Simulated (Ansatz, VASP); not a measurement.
**Two plane-wave programs on Hf3N2**

File INCAR:

```
SYSTEM = Hf3N2
ALGO = Normal ; EDIFF = 1E-6
ENCUT = 520 ; GGA = PS
ISIF = 2 ; ISMEAR = -1
LASPH = .TRUE. ; LCHARG = .FALSE.
LREAL = .FALSE. ; LWAVE = .FALSE.
NBANDS = 28 ; NELM = 60
PREC = Accurate ; SIGMA = 0.05
```

KPOINTS

```
k-points
0
G
  12 12 12
  0 0 0
```

POSCAR

```
Hf3N2
1.0
    1.5994260774      0.9234290764      7.7548432223
   -1.5994260774      0.9234290764      7.7548432223
    0.0000000000     -1.8468581527      7.7548432223
Hf N
3 2
Direct
    0.7794186600      0.7794186600      0.7794186600
    0.2205813400      0.2205813400      0.2205813400
    0.0000000000      0.0000000000      0.0000000000
    0.6119155300      0.6119155300      0.6119155300
    0.3880844700      0.3880844700      0.3880844700
```

Input for Ansatz:

```yaml
crystal:
  lattice:
    - [1.5994260774, 0.9234290764, 7.7548432223]
    - [-1.5994260774, 0.9234290764, 7.7548432223]
    - [0.0, -1.8468581527, 7.7548432223]
  atoms:
    - { symbol: Hf, position: [0.77941866, 0.77941866, 0.77941866] }
    - { symbol: Hf, position: [0.22058134, 0.22058134, 0.22058134] }
    - { symbol: Hf, position: [0.0, 0.0, 0.0] }
    - { symbol: "N", position: [0.61191553, 0.61191553, 0.61191553] }
    - { symbol: "N", position: [0.38808447, 0.38808447, 0.38808447] }
basis:
  ecutwfc: 420
kpoints:
  mp_grid: { grid: [12, 12, 12] }
hamiltonian:
  xc: pbesol
scf:
  occupations: { method: fermi_dirac, width: 0.05 }
output:
  forces: true
  stress: true
  eigenvalues: true
```

Alike in both runs: task single point; functional PBEsol; k mesh 12 × 12 × 12; occupations fermi-dirac, width 0.05 eV; no spin polarisation.

|  | VASP | Ansatz |
| --- | --- | --- |
| version | VASP 6.6.1 | Ansatz 0.2.0 |
| potentials or method | VASP PAW PBE potentials, release 64 (Hf_pv, N), cutoff 520 eV | scalar-relativistic, plane waves, PAW |
| valence electrons in the cell | 40 | 88 |

```tsv
	VASP	Ansatz	Ansatz less VASP
gap on the k mesh at the Fermi level (eV)	none	none	-
pressure (GPa)	-3.6	-2.2	+1.39
traceless stress, the component that is largest in VASP (GPa)	-0.40	-0.52	-0.118
rms of the force components (eV/Å)	0.134	0.120	-0.0141
```

VASP's potentials were made for PBE, not for PBEsol. Atom by atom the forces differ by 0.028 eV/Å (rms over components). A gap of «none» marks a metal or a gap that the smearing closes. VASP's potentials hold 40 valence electrons a cell and Ansatz's 88, so a difference there can come from the potentials and not from the codes.

Spin-orbit coupling is off throughout.
